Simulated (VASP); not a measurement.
Write the native input for VASP 6.6.1 that does the following.

| Item | Value |
| --- | --- |
| Task | single point |
| Functional | PBE |
| Potentials or basis | VASP PAW PBE potentials, release 64 (Br) |
| Cutoff | 520 eV |
| k mesh | 8 × 8 × 10 |
| Occupations | fermi-dirac, width 0.1 eV |
| Spin | no spin polarisation |
| Dipole correction | no |
| Further INCAR settings | ALGO = Normal; EDIFF = 1e-06; NBANDS = 18 |

The structure of Br lies in POSCAR:

```
Br
1.0
    5.8205418030      0.0000000000      0.0000000000
   -2.9102709015      5.0407370652      0.0000000000
    0.0000000000      0.0000000000      2.5809045131
Br
3
Direct
    0.0000000000      0.0000000000      0.0000000000
    0.3333333333      0.6666666667      0.5000000000
    0.6666666667      0.3333333333      0.5000000000
```

The input as run:

INCAR

```
ALGO = Normal
EDIFF = 1E-6
ENCUT = 520
GGA = PE
ISIF = 2
ISMEAR = -1
LASPH = T
LCHARG = F
LREAL = F
LWAVE = F
NBANDS = 18
NELM = 100
PREC = Accurate
SIGMA = 0.1
```

KPOINTS

```
k-points
0
Gamma
  8 8 10
```

Potentials or basis: VASP PAW PBE potentials, release 64 (Br).

Launch:

```bash
$ cat potpaw_PBE.64/Br/POTCAR > POTCAR
$ mpirun -np 1 vasp_std > vasp.out
```

Results of the run:

```yaml
Pressure: 6.1 GPa
Band_gap_on_the_k_mesh: zero (an odd number of electrons rules out a gap without spin polarisation)
```

Caveat: the cell stands under pressure; an odd number of electrons without spin polarisation forces a metal; a magnetic or distorted state may lie lower.

Wall time 34 s on 1 thread of Intel(R) Xeon(R) 6975P-C (Granite Rapids), on a shared host, peak memory 0.22 GiB.
